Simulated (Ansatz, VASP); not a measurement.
**Two plane-wave programs on Hg**

```xyz
3
Lattice="5.5598 0.0000 0.0000 -2.7799 4.8149 0.0000 0.0000 0.0000 3.3133" Properties=species:S:1:pos:R:3 pbc="T T T"
Hg    0.0000    3.2099    1.6567
Hg    2.7799    1.6050    1.6567
Hg    0.0000    0.0000    0.0000
```

Alike in both runs: functional PBE; k mesh 9 × 9 × 14; occupations gaussian, width 0.1 eV; no spin polarisation.

Ansatz relaxed the structure, and its values are those at the end. VASP's run is a single point on that final structure, the one shown.

|  | VASP | Ansatz |
| --- | --- | --- |
| version | VASP 6.6.1 | Ansatz 0.2.0 |
| potentials or method | VASP PAW PBE potentials, release 64 (Hg), cutoff 520 eV | scalar-relativistic, plane waves, PAW |
| valence electrons in the cell | 36 | 60 |

```tsv
	VASP	Ansatz	Ansatz less VASP
gap on the k mesh at the Fermi level (eV)	none	none	-
pressure (GPa)	0.1	0.0	-0.08
```

A gap of «none» marks a metal or a gap that the smearing closes. VASP's potentials hold 36 valence electrons a cell and Ansatz's 60, so a difference there can come from the potentials and not from the codes.

Spin-orbit coupling is off throughout.
